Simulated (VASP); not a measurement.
Wanted: the native input for a VASP 6.6.1 run.

| Item | Value |
| --- | --- |
| Task | single point |
| Functional | r2SCAN |
| Potentials or basis | VASP PAW PBE potentials, release 64 (Ti_sv, O) |
| Cutoff | 520 eV |
| k mesh | 8 × 8 × 12 |
| Occupations | gaussian, width 0.1 eV |
| Spin | no spin polarisation |
| Dipole correction | no |
| Further INCAR settings | ALGO = Normal; EDIFF = 1e-07; NBANDS = 39 |

The system is Ti3O4.

```
Ti O
1.0
     2.92024   -4.07158    0.00000
     2.92024    4.07158    0.00000
     0.00000    0.00000    3.01417
Ti O
3 4
Direct
  0.00000 0.00000 0.50000
  0.50000 0.00000 0.00000
  0.00000 0.50000 0.00000
  0.76500 0.76500 0.00000
  0.25713 0.74287 0.50000
  0.23500 0.23500 0.00000
  0.74287 0.25713 0.50000
```

The input as run:

POSCAR

```
Ti3O4
1.0
    2.9202380355     -4.0715797757      0.0000000000
    2.9202380355      4.0715797757      0.0000000000
    0.0000000000      0.0000000000      3.0141737100
Ti O
3 4
Direct
    0.0000000000      0.0000000000      0.5000000000
    0.5000000000      0.0000000000      0.0000000000
    0.0000000000      0.5000000000      0.0000000000
    0.7650007800      0.7650007800      0.0000000000
    0.2571340100      0.7428659900      0.5000000000
    0.2349992200      0.2349992200      0.0000000000
    0.7428659900      0.2571340100      0.5000000000
```

INCAR.step1

```
SYSTEM = Ti3O4
PREC = Accurate
ENCUT = 520
ISMEAR = 0
SIGMA = 0.1
LREAL = .FALSE.
LASPH = .TRUE.
NELM = 80
NBANDS = 39
GGA = PE
ALGO = Normal
EDIFF = 1E-4
LWAVE = .TRUE.
LCHARG = .FALSE.
```

INCAR.step2

```
SYSTEM = Ti3O4
PREC = Accurate
ENCUT = 520
EDIFF = 1E-7
ISMEAR = 0
SIGMA = 0.1
LREAL = .FALSE.
LASPH = .TRUE.
NELM = 80
ALGO = Normal
ISIF = 2
LWAVE = .FALSE.
LCHARG = .TRUE.
METAGGA = R2SCAN
LMIXTAU = .TRUE.
LELF = .TRUE.
LVHAR = .TRUE.
NBANDS = 39
ISTART = 1
```

KPOINTS

```
regular mesh
0
G
  8 8 12
  0 0 0
```

Potentials or basis: VASP PAW PBE potentials, release 64 (Ti_sv, O).

Command:

```console
$ cat potpaw_PBE.64/Ti_sv/POTCAR potpaw_PBE.64/O/POTCAR > POTCAR
$ cp INCAR.step1 INCAR
$ mpirun -np 1 vasp_std > vasp.out
$ cp INCAR.step2 INCAR
$ mpirun -np 1 vasp_std > vasp.out
```

Results of the run:

```yaml
Pressure: 0.0 GPa
Largest_force: 0.017 eV/Å
Band_gap_on_the_k_mesh: zero (bands 30 and 31 overlap by 1.09 eV)
```

Caveat: the PAW data sets were made with another functional, which shifts forces and pressure a little; semilocal functionals often make such compounds metallic where correlation or magnetic order opens a gap, which also shifts bond lengths.

Run time: 40 min on 1 thread of AMD EPYC 9R14 (Zen 4) (shared host), peak memory 0.39 GiB.
